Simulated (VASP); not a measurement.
A run of VASP 6.6.1 is set up as follows.

Contents of INCAR:

```
SYSTEM = YAl3N4
PREC     = Accurate       ! precision mode
ENCUT    = 600            ! plane-wave cutoff, eV
EDIFF    = 1E-6           ! SCF threshold, eV
ISMEAR   = 0              ! smearing method
SIGMA    = 0.1            ! smearing width, eV
LREAL    = .False.        ! projectors in reciprocal space
LASPH    = .True.         ! aspherical terms in the spheres
NELM     = 100            ! most SCF steps
ALGO     = Normal         ! electronic algorithm
ISIF     = 3              ! what is computed and relaxed
LWAVE    = .False.        ! write WAVECAR
LCHARG   = .False.        ! write CHGCAR
GGA      = PE             ! functional
IBRION   = 2              ! ionic algorithm
NSW      = 90             ! ionic steps
EDIFFG   = -0.04          ! ionic threshold
```

KPOINTS

```
regular mesh
0
Gamma
  6 6 2
  0 0 0
```

Contents of POSCAR:

```
YAl3N4
1.0
    3.4059072300      0.0000000000      0.0000000000
    0.0000000000      3.4059072300      0.0000000000
    0.0000000000      0.0000000000      9.6333604000
Y Al N
1 3 4
Direct
    0.5000000000      0.5000000000      0.0000000000
    0.0000000000      0.0000000000      0.7500000000
    0.0000000000      0.0000000000      0.2500000000
    0.5000000000      0.5000000000      0.5000000000
    0.0000000000      0.0000000000      0.0000000000
    0.5000000000      0.5000000000      0.2500000000
    0.0000000000      0.0000000000      0.5000000000
    0.5000000000      0.5000000000      0.7500000000
```

Potentials or basis: VASP PAW PBE potentials, release 64 (Y_sv, Al, N).

Command:

```bash
$ cat potpaw_PBE.64/Y_sv/POTCAR potpaw_PBE.64/Al/POTCAR potpaw_PBE.64/N/POTCAR > POTCAR
$ mpirun -np 1 vasp_std > vasp.out
```

(1) Predict the band gap on the k mesh.

(2) Predict the space group after relaxing (to 0.1 Å).

(3) What does it give for the relaxed cell?

(4) Estimate the relaxed volume.

## Answers

(1) 0.85 eV.

(2) P4/mmm (No. 123).

(3) a = 3.153 Å, b = 3.153 Å, c = 8.439 Å, α = 90.00°, β = 90.00°, γ = 90.00°.

(4) 10.49 Å³/atom.

Caveat: the volume moved by over 15 % at a fixed basis, so the end points are rough.
